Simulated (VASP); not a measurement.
# N (R-3m) in VASP: single point with PBE+D3(BJ)

Aim: the single point of N with PBE+D3(BJ).

Everything below comes from runs of VASP 6.6.1. Logs are shortened: lines on timing, memory, paths and dates and some standing lists are left out, and cuts for length are marked.

### 1 The cell of the first run

Symmetry: R-3m, No. 166, trigonal system. Conventional cell: a = 2.817 Å, b = 2.817 Å, c = 7.193 Å, α = 90.00°, β = 90.00°, γ = 120.00°. Within 2.5 Å of N (site symmetry 3m) lie 6 N at 1.91 to 2.14 Å.

### 2 Single point, PBE+D3(BJ)

Contents of INCAR:

```
SYSTEM = N
PREC     = Accurate       ! precision mode
ENCUT    = 600            ! plane-wave cutoff, eV
EDIFF    = 1E-6           ! SCF threshold, eV
ISMEAR   = 0              ! smearing method
SIGMA    = 0.1            ! smearing width, eV
LREAL    = .FALSE.        ! projectors in reciprocal space
LASPH    = .TRUE.         ! aspherical terms in the spheres
NELM     = 120            ! most SCF steps
ALGO     = Normal         ! electronic algorithm
ISIF     = 2              ! what is computed and relaxed
LWAVE    = .FALSE.        ! write WAVECAR
LCHARG   = .FALSE.        ! write CHGCAR
GGA      = PE             ! functional
IVDW     = 12             ! dispersion correction
NBANDS   = 12             ! bands
GGA_COMPAT= .FALSE.
```

Contents of KPOINTS:

```
regular mesh
0
G
  6 6 6
  0 0 0
```

Contents of POSCAR:

```
N
1.0
    1.4083729261      0.8131244880      2.3977980319
   -1.4083729261      0.8131244880      2.3977980319
    0.0000000000     -1.6262489760      2.3977980319
N
2
Direct
    0.2361958587      0.2361958587      0.2361958587
    0.7638041413      0.7638041413      0.7638041413
```

Potentials or basis: VASP PAW PBE potentials, release 64 (N).

Command:

```bash
> cat potpaw_PBE.64/N/POTCAR > POTCAR
> mpirun -np 1 vasp_std > vasp.out
```

OUTCAR:

```text
SYSTEM = N
   PREC = Accurate
   ENCUT = 600
   EDIFF = 1E-6
   ISMEAR = 0
   LREAL = .FALSE.
   LASPH = .TRUE.
   NELM = 120
   ISIF = 2
   GGA = PE
   IVDW = 12
 IVDW          = 12

 ion  position               nearest neighbor table
   1  0.236  0.236  0.236-
   2  0.764  0.764  0.764-

  LATTYP: Found a trigonal (rhomboedric) cell.
 ALAT       =     2.8972609709
 COS(alpha) =     0.5274039373

  Lattice vectors:

 A1 = (   1.4083729261,   0.8131244880,   2.3977980319)
 A2 = (  -1.4083729261,   0.8131244880,   2.3977980319)
 A3 = (   0.0000000000,  -1.6262489760,   2.3977980319)

Analysis of symmetry for initial positions (statically):
=====================================================================
 Subroutine PRICEL returns:
 Original cell was already a primitive cell.

 Routine SETGRP: Setting up the symmetry group for a
 trigonal (rhombohedral) supercell.

 Subroutine GETGRP returns: Found 12 space group operations
 (whereof 12 operations were pure point group operations)
 out of a pool of 12 trial point group operations.

The static configuration has the point symmetry D_3d.

Analysis of symmetry for dynamics (positions and initial velocities):
=====================================================================
 Subroutine PRICEL returns:
 Original cell was already a primitive cell.

 Routine SETGRP: Setting up the symmetry group for a
 trigonal (rhombohedral) supercell.

 Subroutine GETGRP returns: Found 12 space group operations
 (whereof 12 operations were pure point group operations)
 out of a pool of 12 trial point group operations.

The dynamic configuration has the point symmetry D_3d.

 Subroutine INISYM returns: Found 12 space group operations
 (whereof 12 operations are pure point group operations),
 and found     1 'primitive' translations

----------------------------------------------------------------------------------------

                                     Primitive cell

  volume of cell :      16.4755

  direct lattice vectors                    reciprocal lattice vectors
     1.408372926  0.813124488  2.397798032     0.355019605  0.204970665  0.139016435
    -1.408372926  0.813124488  2.397798032    -0.355019605  0.204970665  0.139016435
     0.000000000 -1.626248976  2.397798032     0.000000000 -0.409941329  0.139016435

  length of vectors
     2.897260971  2.897260971  2.897260971     0.432871185  0.432871185  0.432871185

  position of ions in fractional coordinates (direct lattice)
     0.236195859  0.236195859  0.236195859
[... 87 lines left out ...]
   TEBEG  =    0.0;   TEEND  =   0.0 temperature during run
   PSTRESS=    0.0 pullay stress
   NELECT =      10.0000    total number of electrons
   NUPDOWN=      -1.0000    fix difference up-down
   EMIN   =  10.00;   EMAX   =-10.00  energy-range for DOS
   EFERMI =   0.00;   METHOD = LEGACY
   ISMEAR =     0;   SIGMA  =   0.10  broadening in eV -4-tet -1-fermi 0-gaus
   EFERMI_NEDOS =   21; number of points for ismear=-14 and -15
   IALGO  =     38    algorithm
   IMIX   =      4    mixing-type and parameters
     AMIX     =   0.40;   BMIX     =  1.00
     AMIX_MAG =   1.60;   BMIX_MAG =  1.00
  volume/ion in A,a.u.               =       8.24        55.59
  Fermi-wavevector in a.u.,A,eV,Ry     =   1.386102  2.619354 26.140599  1.921280
  Thomas-Fermi vector in A             =   2.510450
   LORBIT       =      0    0 simple, 1 ext, 2 COOP (PROOUT), +10 PAW based schemes
   GGA     = PE    functional components
   LHFCALC =     F    Hartree Fock is set to
   AEXX    =    0.0000 exact exchange contribution
   IVDW    =    12    specifies the selected vdW correction
   LEPSILON=     F    determine dielectric tensor
   LRPA    =     F    only Hartree local field effects (RPA)
 non-spin polarized calculation
 Gauss-broadening in eV      SIGMA  =   0.10
  energy-cutoff  :      600.00
  volume of cell :       16.48
 maximum number of plane-waves:       568
   NGX = 11   NGY = 11   NGZ = 11

 number of electron      10.0000001 magnetization

 Free energy of the ion-electron system (eV)
  ---------------------------------------------------
  ext. energy  EPLUGINS =         0.00000000
  ---------------------------------------------------
  free energy    TOTEN  =       -10.34429450 eV

  energy without entropy =      -10.34426296  energy(sigma->0) =      -10.34427873

 E-fermi :   4.4477     XC(G=0): -11.8846

 val. band max:        4.2337366846   @ k =   0.3333   0.1667   0.1667
 cond. band min:       4.6480295562   @ k =   0.5000   0.0000  -0.0000
 fundamental gap:      0.4142928716
 Fermi energy:         4.4477016040

 k-point     1 :       0.0000    0.0000    0.0000
  band No.  band energies     occupation
      1     -15.2490      2.00000
      2      -2.1617      2.00000
      3       1.7772      2.00000
      4       1.8300      2.00000
      5       1.8300      2.00000
      6       7.2265      0.00000
      7       7.4790      0.00000
      8       7.4790      0.00000
      9      22.2754      0.00000
     10      22.3991      0.00000
     11      22.9113      0.00000
     12      22.9113      0.00000
[... 331 lines left out ...]
 k-point    24 :      -0.3333    0.5000    0.1667
  band No.  band energies     occupation
      1     -10.1175      2.00000
      2      -7.9748      2.00000
      3      -3.1150      2.00000
      4      -1.6349      2.00000
      5       2.0648      2.00000
      6       6.6973      0.00000
      7       9.1049      0.00000
      8       9.7618      0.00000
      9      18.1390      0.00000
     10      23.0219      0.00000
     11      30.3935      0.00000
     12      33.1287      0.00000

 [... further k-points ...]

------------------------ aborting loop because EDIFF is reached ----------------------------------------

 Edisp (eV)   -0.30780

 E8    (eV) :    -0.0777

  FORCE on cell =-STRESS in cart. coord.  units (eV):
  Direction    XX          YY          ZZ          XY          YZ          ZX
  --------------------------------------------------------------------------------------
  -------------------------------------------------------------------------------------
  Total      -4.00606    -4.00606    -2.34551    -0.00000     0.00000     0.00000
  in kB    -389.57324  -389.57324  -228.09113    -0.00000     0.00000     0.00000
  external pressure =     -335.75 kB  Pullay stress =        0.00 kB

 VOLUME and BASIS-vectors are now :
 -----------------------------------------------------------------------------
  energy-cutoff  :      600.00
  volume of cell :       16.48
      direct lattice vectors                 reciprocal lattice vectors
     1.408372926  0.813124488  2.397798032     0.355019605  0.204970665  0.139016435
    -1.408372926  0.813124488  2.397798032    -0.355019605  0.204970665  0.139016435
     0.000000000 -1.626248976  2.397798032     0.000000000 -0.409941329  0.139016435

 POSITION                                       TOTAL-FORCE (eV/Angst)
 -----------------------------------------------------------------------------------
      0.00000      0.00000      1.69905         0.000000      0.000000     -4.293589
      0.00000      0.00000      5.49434         0.000000     -0.000000      4.293589
 -----------------------------------------------------------------------------------
    total drift:                               -0.000000     -0.000000      0.000000

  FREE ENERGIE OF THE ION-ELECTRON SYSTEM (eV)
  ---------------------------------------------------
  free  energy   TOTEN  =       -10.6520923419 eV

  energy  without entropy=      -10.6520607985  energy(sigma->0) =      -10.65207657
```

It took 13 s on 1 thread of AMD EPYC 7R43 (Zen 3), shared host; peak memory 0.11 GiB.

Results:

| Item | Value |
| --- | --- |
| Free energy | -10.6521 eV |
| Pressure | -33.6 GPa |
| Largest force | 4.294 eV/Å |
| Band gap on the k mesh | 0.41 eV (least direct gap 0.55 eV) |
| Dispersion energy per atom | -0.154 eV |

Forces in eV/Å, atoms in the order of the input:
```
N    0.000  0.000 -4.294
N    0.000  0.000  4.294
```

Caveat: the k points lie up to 0.45 Å⁻¹ apart; forces of over 1 eV/Å act on the atoms, so gaps and moduli don't describe the material at rest. A k mesh can miss the band edges.
